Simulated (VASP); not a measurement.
Write the native input for VASP 6.6.1 that does the following.

| Quantity | Value |
| --- | --- |
| Task | single point |
| Functional | LDA |
| Potentials or basis | VASP PAW LDA potentials, release 64 (Ge_d) |
| Cutoff | 520 eV |
| k mesh | 10 × 10 × 6 |
| Occupations | fermi-dirac, width 0.05 eV |
| Spin | no spin polarisation |
| Dipole correction | no |
| Further INCAR settings | ALGO = Normal; EDIFF = 1e-07; NBANDS = 21 |

The structure of Ge lies in POSCAR:

```
Ge
1.0
    1.4576759744     -2.5417218984      0.0000000000
    1.4576759744      2.5417218984      0.0000000000
    0.0000000000      0.0000000000      4.6310871635
Ge
2
Direct
    0.3334466300      0.6665533700      0.2500000000
    0.6665533700      0.3334466300      0.7500000000
```

One way to write it, as run:

INCAR

```
SYSTEM = Ge
PREC     = Accurate       ! precision mode
ENCUT    = 520            ! plane-wave cutoff, eV
EDIFF    = 1E-7           ! SCF threshold, eV
ISMEAR   = -1             ! smearing method
SIGMA    = 0.05           ! smearing width, eV
LREAL    = .FALSE.        ! projectors in reciprocal space
LASPH    = .TRUE.         ! aspherical terms in the spheres
NELM     = 100            ! most SCF steps
ALGO     = Normal         ! electronic algorithm
ISIF     = 2              ! what is computed and relaxed
LWAVE    = .FALSE.        ! write WAVECAR
LCHARG   = .FALSE.        ! write CHGCAR
GGA      = CA             ! functional
NBANDS   = 21             ! bands
```

KPOINTS

```
regular mesh
0
G
  10 10 6
  0 0 0
```

Potentials or basis: VASP PAW LDA potentials, release 64 (Ge_d).

The run is started by

```console
$ cat potpaw_LDA.64/Ge_d/POTCAR > POTCAR
$ mpirun -np 1 vasp_std > vasp.out
```

It gave:

The pressure is 4.1 GPa and the band gap on the k mesh is zero (band 14 reaches 14.57 eV, above the bottom of band 15 at 5.15 eV).

Run time: 28 s on 1 thread of Intel(R) Xeon(R) 6975P-C (Granite Rapids), on a shared host, peak memory 0.18 GiB.
